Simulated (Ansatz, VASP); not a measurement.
# Re in VASP and in Ansatz

```
Re
1.0
     2.75983    0.00000    0.00000
    -1.37991    2.39008    0.00000
     0.00000    0.00000    4.45723
Re
2
Direct
  0.33333 0.66667 0.25000
  0.66667 0.33333 0.75000
```

Alike in both runs: task single point; functional r2SCAN; k mesh 13 × 13 × 7; occupations fermi-dirac, width 0.6 eV; no spin polarisation.

```csv
,VASP,Ansatz
version,VASP 6.6.1,Ansatz 0.2.0
potentials or method,"VASP PAW PBE potentials, release 64 (Re), cutoff 520 eV","plane waves (500 eV) with PAW, scalar-relativistic"
valence electrons in the cell,14,30
```

Ansatz gave:

```
pressure (GPa)                                                : 6.4
traceless stress, the component that is largest in VASP (GPa) : -1.73
```

Task: What did VASP give for the same quantities?

Result: Pressure (GPa): 6.7; traceless stress, the component that is largest in VASP (GPa): -1.73.

VASP's potentials were made for PBE, not for r2SCAN. The functional is the same, so the differences come from potentials, cutoffs and numerics. VASP's potentials hold 14 valence electrons a cell and Ansatz's 30, so a difference there can come from the potentials and not from the codes.

Spin-orbit coupling is off throughout.
